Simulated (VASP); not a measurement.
# Ni: single point with BLYP

The system is Ni.

```
CELL_PARAMETERS angstrom
4.53696 0.00000 0.00000
0.00000 4.53696 0.00000
0.00000 0.00000 4.53696
ATOMIC_POSITIONS crystal
Ni 0.00000 0.00000 0.00000
Ni 0.50000 0.50000 0.50000
Ni 0.25000 0.00000 0.50000
Ni 0.75000 0.00000 0.50000
Ni 0.50000 0.25000 0.00000
Ni 0.50000 0.75000 0.00000
Ni 0.00000 0.50000 0.25000
Ni 0.00000 0.50000 0.75000
```

```json
{
 "Program": "VASP 6.6.1",
 "Task": "single point",
 "Functional": "BLYP",
 "Potentials or basis": "VASP PAW PBE potentials, release 64 (Ni)",
 "Cutoff": "520 eV",
 "k mesh": "8 × 8 × 8",
 "Occupations": "fermi-dirac, width 0.1 eV",
 "Spin": "no spin polarisation",
 "Dipole correction": "no",
 "Further INCAR settings": "ALGO = Normal; EDIFF = 1e-07; NBANDS = 50"
}
```

```json
{
 "Pressure": "0.2 GPa",
 "Band gap on the k mesh": "zero (bands 40 and 41 overlap by 0.15 eV)"
}
```

Levels at points of the mesh, in eV from the Fermi level:
| k point | band 38 | band 39 | band 40 | band 41 | band 42 | band 43 | band 44 | band 45 |
| --- | --- | --- | --- | --- | --- | --- | --- | --- |
| (0.00, 0.00, 0.00) | -0.18 | -0.01 | -0.01 | -0.01 | 1.48 | 1.48 | 1.48 | 2.82 |
| (0.50, 0.00, 0.00) | -0.32 | -0.02 | -0.02 | 0.22 | 0.22 | 2.25 | 2.25 | 2.65 |
| (0.50, 0.50, 0.00) | -0.13 | -0.13 | -0.12 | 0.03 | 0.10 | 0.10 | 0.28 | 2.52 |
| (0.50, 0.50, 0.50) | -0.26 | -0.26 | -0.26 | 0.61 | 0.61 | 0.61 | 0.61 | 0.61 |

It took 4.7 min on 1 thread of Intel Xeon 8259CL (shared host), peak memory 0.27 GiB.

Caveat: the PAW data sets were made with another functional, which shifts forces and pressure a little; the run has no spin polarisation, though such a crystal can be magnetic. Spin polarisation is off, so any magnetic state and its effect on volume and gap are missing.
